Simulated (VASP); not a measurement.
# CdTe (I-4m2) in VASP: notebook

The runs below take CdTe through single point, with r2SCAN.

Everything below comes from runs of VASP 6.6.1. Logs are shortened: lines on timing, memory, paths and dates and some standing lists are left out, and cuts for length are marked.

### 1 The cell of the first run

The structure is tetragonal, space group I-4m2 (No. 119). Conventional cell: a = 4.533 Å, b = 4.533 Å, c = 6.122 Å, α = 90.00°, β = 90.00°, γ = 90.00°. Cd (site symmetry -4m2) has 4 Te at 2.73 Å within 3.6 Å. Te (site symmetry -4m2) has 4 Cd at 2.73 Å within 3.6 Å.

### 2 Single point, r2SCAN (strain -0.0450 x Voigt [0, 0, 1, 0, 0, 0])

POSCAR

```
CdTe
1.0
    0.0000000000      3.2050000000      3.0607750000
    3.2050000000      0.0000000000      3.0607750000
    3.2050000000      3.2050000000      0.0000000000
Cd Te
1 1
Direct
    0.0000000000      0.0000000000      0.0000000000
    0.7500000000      0.7500000000      0.7500000000
```

INCAR.step1

```
ALGO     = Normal         # electronic algorithm
EDIFF    = 1E-4           # SCF threshold, eV
ENCUT    = 520            # plane-wave cutoff, eV
GGA      = PE             # functional
ISMEAR   = 0              # smearing method
LASPH    = T              # aspherical terms in the spheres
LCHARG   = F              # write CHGCAR
LREAL    = F              # projectors in reciprocal space
LWAVE    = T              # write WAVECAR
NBANDS   = 16             # bands
NELM     = 60             # most SCF steps
PREC     = Accurate       # precision mode
SIGMA    = 0.05           # smearing width, eV
```

INCAR.step2

```
ALGO     = Normal         # electronic algorithm
EDIFF    = 1E-7           # SCF threshold, eV
ENCUT    = 520            # plane-wave cutoff, eV
ISIF     = 2              # what is computed and relaxed
ISMEAR   = 0              # smearing method
ISTART   = 1            
LASPH    = T              # aspherical terms in the spheres
LCHARG   = T              # write CHGCAR
LELF     = T              # ELF
LMIXTAU  = T            
LREAL    = F              # projectors in reciprocal space
LVHAR    = T            
LWAVE    = F              # write WAVECAR
METAGGA  = R2SCAN         # meta-GGA
NBANDS   = 16             # bands
NELM     = 60             # most SCF steps
PREC     = Accurate       # precision mode
SIGMA    = 0.05           # smearing width, eV
```

KPOINTS

```
k-points
0
Gamma
  8 8 8
```

Potentials or basis: VASP PAW PBE potentials, release 64 (Cd, Te).

Started as:

```sh
$ cat potpaw_PBE.64/Cd/POTCAR potpaw_PBE.64/Te/POTCAR > POTCAR
$ cp INCAR.step1 INCAR
$ mpirun -np 1 vasp_std > vasp.out
$ cp INCAR.step2 INCAR
$ mpirun -np 1 vasp_std > vasp.out
```

OUTCAR:

```text
EDIFF = 1E-7
   ENCUT = 520
   ISIF = 2
   ISMEAR = 0
   ISTART = 1
   LASPH = T
   LREAL = F
   METAGGA = R2SCAN
   NELM = 60
   PREC = Accurate

 ion  position               nearest neighbor table
   1  0.000  0.000  0.000-   2 2.73   2 2.73   2 2.73   2 2.73
   2  0.750  0.750  0.750-   1 2.73   1 2.73   1 2.73   1 2.73

  LATTYP: Found a body centered tetragonal cell.
 ALAT       =     4.5325544674
 C/A-ratio  =     1.3505739521

  Lattice vectors:

 A1 = (   0.0000000000,  -3.2050000000,  -3.0607750000)
 A2 = (   0.0000000000,   3.2050000000,  -3.0607750000)
 A3 = (   3.2050000000,   0.0000000000,   3.0607750000)

Analysis of symmetry for initial positions (statically):
=====================================================================
 Subroutine PRICEL returns:
 Original cell was already a primitive cell.

 Routine SETGRP: Setting up the symmetry group for a
 body centered tetragonal supercell.

 Subroutine GETGRP returns: Found  8 space group operations
 (whereof  8 operations were pure point group operations)
 out of a pool of 16 trial point group operations.

The static configuration has the point symmetry D_2d.

Analysis of symmetry for dynamics (positions and initial velocities):
=====================================================================
 Subroutine PRICEL returns:
 Original cell was already a primitive cell.

 Routine SETGRP: Setting up the symmetry group for a
 body centered tetragonal supercell.

 Subroutine GETGRP returns: Found  8 space group operations
 (whereof  8 operations were pure point group operations)
 out of a pool of 16 trial point group operations.

The dynamic configuration has the point symmetry D_2d.

 Subroutine INISYM returns: Found  8 space group operations
 (whereof  8 operations are pure point group operations),
 and found     1 'primitive' translations

----------------------------------------------------------------------------------------

                                     Primitive cell

  volume of cell :      62.8807

  direct lattice vectors                    reciprocal lattice vectors
     0.000000000  3.205000000  3.060775000    -0.156006240  0.156006240  0.163357320
     3.205000000  0.000000000  3.060775000     0.156006240 -0.156006240  0.163357320
     3.205000000  3.205000000  0.000000000     0.156006240  0.156006240 -0.163357320

  length of vectors
     4.431745548  4.431745548  4.532554467     0.274520505  0.274520505  0.274520505
[... 75 lines left out ...]
   ISPIN  =      1    spin polarized calculation?
   LNONCOLLINEAR =      F non collinear calculations
   LSORBIT =      F    spin-orbit coupling
   LASPH  =      T    aspherical Exc in radial PAW
   ENCUT  =  520.0 eV  38.22 Ry    6.18 a.u.   8.24  8.24  8.43*2*pi/ulx,y,z
   NELM   =     60;   NELMIN=  2; NELMDL=  0     # of ELM steps
   EDIFF  = 0.1E-06   stopping-criterion for ELM
   LREAL  =      F    real-space projection
   EDIFFG = 0.1E-05   stopping-criterion for IOM
   NSW    =      0    number of steps for IOM
   IBRION =     -1    ionic relax: 0-MD 1-quasi-New 2-CG
   NFREE  =      0    steps in history (QN), initial steepest desc. (CG)
   ISIF   =      2    stress and relaxation
   ISYM   =      2    0-nonsym 1-usesym 2-fastsym
   POTIM  = 0.5000    time-step for ionic-motion
   TEBEG  =    0.0;   TEEND  =   0.0 temperature during run
   PSTRESS=    0.0 pullay stress
   NELECT =      18.0000    total number of electrons
   NUPDOWN=      -1.0000    fix difference up-down
   EMIN   =  10.00;   EMAX   =-10.00  energy-range for DOS
   EFERMI =   0.00;   METHOD = LEGACY
   ISMEAR =     0;   SIGMA  =   0.05  broadening in eV -4-tet -1-fermi 0-gaus
   EFERMI_NEDOS =   21; number of points for ismear=-14 and -15
   IALGO  =     38    algorithm
   IMIX   =      4    mixing-type and parameters
     AMIX     =   0.40;   BMIX     =  1.00
     AMIX_MAG =   1.60;   BMIX_MAG =  1.00
  volume/ion in A,a.u.               =      31.44       212.17
  Fermi-wavevector in a.u.,A,eV,Ry     =   1.078930  2.038882 15.838398  1.164089
  Thomas-Fermi vector in A             =   2.214881
   LORBIT       =      0    0 simple, 1 ext, 2 COOP (PROOUT), +10 PAW based schemes
   METAGGA = R2SCAN    functional components
   LHFCALC =     F    Hartree Fock is set to
   AEXX    =    0.0000 exact exchange contribution
   IVDW    =     0    specifies the selected vdW correction
   LEPSILON=     F    determine dielectric tensor
   LRPA    =     F    only Hartree local field effects (RPA)
 non-spin polarized calculation
 Gauss-broadening in eV      SIGMA  =   0.05
  energy-cutoff  :      520.00
  volume of cell :       62.88
 maximum number of plane-waves:      1710
 NGX is ok and might be reduce to    36
   NGX = 17   NGY = 17   NGZ = 17

 number of electron      18.0000004 magnetization

 Free energy of the ion-electron system (eV)
  ---------------------------------------------------
  ext. energy  EPLUGINS =         0.00000000
  ---------------------------------------------------
  free energy    TOTEN  =       -46.50753917 eV

  energy without entropy =      -46.50753917  energy(sigma->0) =      -46.50753917

 E-fermi :   3.1810     XC(G=0):  -9.4808

 val. band max:        2.9658117791   @ k =   0.0000   0.0000   0.0000
 cond. band min:       4.3976313626   @ k =   0.0000   0.0000   0.0000
 fundamental gap:      1.4318195836
 Fermi energy:         3.1809801351

 k-point     1 :       0.0000    0.0000    0.0000
  band No.  band energies     occupation
      1      -9.1675      2.00000
      2      -6.0052      2.00000
      3      -6.0052      2.00000
      4      -5.9940      2.00000
      5      -5.6552      2.00000
      6      -5.6435      2.00000
[... 433 lines left out ...]
      3      -5.9014      2.00000
      4      -5.6800      2.00000
      5      -5.6376      2.00000
      6      -5.5000      2.00000
[... 8 lines left out ...]
     15      12.6461      0.00000
     16      13.3820      0.00000

 [... further k-points ...]
[... 5 lines left out ...]
  --------------------------------------------------------------------------------------
  -------------------------------------------------------------------------------------
  Total        2.3443496      2.3443496      2.5211866      0.0000000      0.0000000      0.0000000
  in kB       59.7331597     59.7331597     64.2389024      0.0000000      0.0000000      0.0000000
  external PRESSURE =      61.2350739 kB  Pullay stress =       0.0000000 kB

 VOLUME and BASIS-vectors are now :
 -----------------------------------------------------------------------------
  energy-cutoff  :      520.00
  volume of cell :       62.88
      direct lattice vectors                 reciprocal lattice vectors
     0.000000000  3.205000000  3.060775000    -0.156006240  0.156006240  0.163357320
     3.205000000  0.000000000  3.060775000     0.156006240 -0.156006240  0.163357320
     3.205000000  3.205000000  0.000000000     0.156006240  0.156006240 -0.163357320

 POSITION                                       TOTAL-FORCE (eV/Angst)
 -----------------------------------------------------------------------------------
      0.00000      0.00000      0.00000         0.000000      0.000000     -0.000000
      4.80750      4.80750      4.59116        -0.000000     -0.000000      0.000000
 -----------------------------------------------------------------------------------
    total drift:                                0.000002      0.000002      0.000003

  FREE ENERGIE OF THE ION-ELECTRON SYSTEM (eV)
  ---------------------------------------------------
  free  energy   TOTEN  =       -46.5075391745 eV

  energy  without entropy=      -46.5075391745  energy(sigma->0) =      -46.50753917
```

OSZICAR.step1:

```text
N       E                     dE             d eps       ncg     rms          rms(c)
DAV:   1     0.101897686748E+03    0.10190E+03   -0.84570E+03  1920   0.984E+02
DAV:   2    -0.130553173319E+01   -0.10320E+03   -0.98076E+02  2192   0.240E+02
DAV:   3    -0.481568358507E+01   -0.35102E+01   -0.35036E+01  2376   0.462E+01
DAV:   4    -0.484684034586E+01   -0.31157E-01   -0.31156E-01  2792   0.382E+00
DAV:   5    -0.484690873104E+01   -0.68385E-04   -0.68385E-04  2472   0.168E-01    0.666E+00
DAV:   6    -0.463367421052E+01    0.21323E+00   -0.36908E-01  2296   0.785E+00    0.525E+00
DAV:   7    -0.461706520590E+01    0.16609E-01   -0.11933E-01  2224   0.230E+00    0.187E+00
DAV:   8    -0.461776480700E+01   -0.69960E-03   -0.12600E-02  2136   0.132E+00    0.519E-01
DAV:   9    -0.461802191499E+01   -0.25711E-03   -0.98518E-04  2344   0.352E-01    0.134E-01
DAV:  10    -0.461807799123E+01   -0.56076E-04   -0.10841E-04  1912   0.102E-01
   1 F= -.46180780E+01 E0= -.46180780E+01  d E =-.704367E-14
```

It took 3.1 min on 1 thread of Intel Xeon 6975P-C, shared host; peak memory 0.26 GiB.

What came out:

```
Free energy            : -46.5075 eV
Pressure               : 6.1 GPa
Band gap on the k mesh : 1.43 eV, direct
```

Levels at points of the mesh, in eV from the valence-band top:
```tsv
k point	band 6	band 7	band 8	band 9	band 10	band 11	band 12	band 13
(0.00, 0.00, 0.00)	-8.61	-0.15	-0.15	0.00	1.43	4.86	4.87	4.87
(0.50, 0.00, 0.00)	-8.17	-5.09	-1.14	-0.90	2.20	5.28	5.63	7.38
(0.50, 0.50, 0.00)	-7.92	-4.70	-2.45	-2.45	2.46	2.59	10.10	10.12
(0.50, 0.00, 0.50)	-8.02	-4.95	-2.27	-2.18	2.67	2.98	9.71	9.88
```

Caveat: the cell differs from its parent crystal (strain -0.0450 x Voigt [0, 0, 1, 0, 0, 0]); the PAW data sets were made with another functional, which shifts forces and pressure a little; spin-orbit coupling is left out, which moves the levels of the heavy elements.

### 3 Single point, r2SCAN (strain -0.0300 x Voigt [0, 0, 1, 0, 0, 0])

POSCAR

```
CdTe
1.0
    0.0000000000      3.2050000000      3.1088500000
    3.2050000000      0.0000000000      3.1088500000
    3.2050000000      3.2050000000      0.0000000000
Cd Te
1 1
Direct
    0.0000000000      0.0000000000      0.0000000000
    0.7500000000      0.7500000000      0.7500000000
```

INCAR.step1

```
SYSTEM = CdTe
  ALGO = Normal
  EDIFF = 1E-4
  ENCUT = 520
  GGA = PE
  ISMEAR = 0
  LASPH = .TRUE.
  LCHARG = .FALSE.
  LREAL = .FALSE.
  LWAVE = .TRUE.
  NBANDS = 16
  NELM = 80
  PREC = Accurate
  SIGMA = 0.05
```

INCAR.step2

```
SYSTEM = CdTe
  ALGO = Normal
  EDIFF = 1E-6
  ENCUT = 520
  ISIF = 2
  ISMEAR = 0
  ISTART = 1
  LASPH = .TRUE.
  LCHARG = .TRUE.
  LELF = .TRUE.
  LMIXTAU = .TRUE.
  LREAL = .FALSE.
  LVHAR = .TRUE.
  LWAVE = .FALSE.
  METAGGA = R2SCAN
  NBANDS = 16
  NELM = 80
  PREC = Accurate
  SIGMA = 0.05
```

KPOINTS

```
k-points
0
G
  8 8 8
  0 0 0
```

Potentials or basis: VASP PAW PBE potentials, release 64 (Cd, Te).

Started as:

```sh
$ cat potpaw_PBE.64/Cd/POTCAR potpaw_PBE.64/Te/POTCAR > POTCAR
$ cp INCAR.step1 INCAR
$ mpirun -np 1 vasp_std > vasp.out
$ cp INCAR.step2 INCAR
$ mpirun -np 1 vasp_std > vasp.out
```

It took 2.5 min on 1 thread of Intel Xeon 6975P-C, shared host; peak memory 0.26 GiB.

Results (log left out):

| Quantity | Value |
| --- | --- |
| Free energy | -46.5439 eV |
| Pressure | 5.2 GPa |
| Band gap on the k mesh | 1.41 eV, direct |

Stress tensor (GPa, compression positive):
```
5.04 0.00 0.00
0.00 5.04 0.00
0.00 0.00 5.38
```

Levels at points of the mesh, in eV from the valence-band top:
```
           k point  band 6  band 7  band 8  band 9  band 10  band 11  band 12  band 13
(0.00, 0.00, 0.00)   -8.53   -0.10   -0.10    0.00     1.41     4.91     4.91     4.91
(0.50, 0.00, 0.00)   -8.10   -4.96   -1.04   -0.88     2.23     5.38     5.60     7.40
(0.50, 0.50, 0.00)   -7.88   -4.65   -2.31   -2.31     2.58     2.72     9.96    10.07
(0.50, 0.00, 0.50)   -7.95   -4.81   -2.19   -2.14     2.71     2.98     9.70     9.94
```

Caveat: the cell differs from its parent crystal (strain -0.0300 x Voigt [0, 0, 1, 0, 0, 0]); the PAW data sets were made with another functional, which shifts forces and pressure a little; spin-orbit coupling is left out, which moves the levels of the heavy elements.

### 4 Single point, r2SCAN (strain +0.0600 x Voigt [0, 0, 1, 0, 0, 0])

POSCAR

```
CdTe
1.0
    0.0000000000      3.2050000000      3.3973000000
    3.2050000000      0.0000000000      3.3973000000
    3.2050000000      3.2050000000      0.0000000000
Cd Te
1 1
Direct
    0.0000000000      0.0000000000      0.0000000000
    0.7500000000      0.7500000000      0.7500000000
```

INCAR.step1

```
ALGO = Normal
EDIFF = 1E-4
ENCUT = 520
GGA = PE
ISMEAR = 0
LASPH = True
LCHARG = False
LREAL = False
LWAVE = True
NBANDS = 16
NELM = 100
PREC = Accurate
SIGMA = 0.05
```

INCAR.step2

```
ALGO = Normal
EDIFF = 1E-6
ENCUT = 520
ISIF = 2
ISMEAR = 0
ISTART = 1
LASPH = True
LCHARG = False
LMIXTAU = True
LREAL = False
LWAVE = False
METAGGA = R2SCAN
NBANDS = 16
NELM = 100
PREC = Accurate
SIGMA = 0.05
```

KPOINTS

```
k-points
0
Gamma
  8 8 8
```

Started as:

```sh
$ cat potpaw_PBE.64/Cd/POTCAR potpaw_PBE.64/Te/POTCAR > POTCAR
$ cp INCAR.step1 INCAR
$ mpirun -np 1 vasp_std > vasp.out
$ cp INCAR.step2 INCAR
$ mpirun -np 1 vasp_std > vasp.out
```

Run time: 2.6 min. Hardware: 1 thread of Intel Xeon 6975P-C, shared host; peak memory 0.26 GiB.

The run converged. Its results:

| Quantity | Value |
| --- | --- |
| Free energy | -46.6349 eV |
| Pressure | 0.5 GPa |
| Band gap on the k mesh | 1.11 eV, direct |

Stress tensor (GPa, compression positive):
```
 0.84  0.00  0.00
 0.00  0.84  0.00
 0.00  0.00 -0.25
```

Levels at points of the mesh, in eV from the valence-band top:
| k point | band 7 | band 8 | band 9 | band 10 | band 11 | band 12 |
| --- | --- | --- | --- | --- | --- | --- |
| (0.00, 0.00, 0.00) | -0.22 | 0.00 | 0.00 | 1.11 | 4.99 | 4.99 |
| (0.50, 0.00, 0.00) | -4.41 | -0.97 | -0.67 | 2.10 | 5.40 | 5.71 |
| (0.50, 0.50, 0.00) | -4.48 | -1.72 | -1.72 | 3.03 | 3.23 | 8.94 |
| (0.50, 0.00, 0.50) | -4.19 | -2.01 | -1.92 | 2.77 | 2.79 | 9.30 |

Caveat: the cell differs from its parent crystal (strain +0.0600 x Voigt [0, 0, 1, 0, 0, 0]); the PAW data sets were made with another functional, which shifts forces and pressure a little; spin-orbit coupling is left out, which moves the levels of the heavy elements.

### 5 The runs side by side

```tsv
cell	gap on the mesh (eV)	pressure (GPa)
a = 4.432, b = 4.432, c = 4.533 Å, angles 59.2, 59.2, 61.5°, 2 atoms	1.43	6.1
a = 4.465, b = 4.465, c = 4.533 Å, angles 59.5, 59.5, 61.0°, 2 atoms	1.41	5.2
a = 4.671, b = 4.671, c = 4.533 Å, angles 61.0, 61.0, 58.1°, 2 atoms	1.11	0.5
```

Alike in all rows: task single point; level r2SCAN; potentials or basis VASP PAW PBE potentials, release 64 (Cd, Te); no spin polarisation; k mesh 8 × 8 × 8; cutoff (eV) 520; smearing gaussian 0.05 eV.

Caveats: the PAW data sets were made with another functional, which shifts forces and pressure a little; spin-orbit coupling is left out, which moves the levels of the heavy elements.

Absolute energies hang on the potentials; compare differences alone.
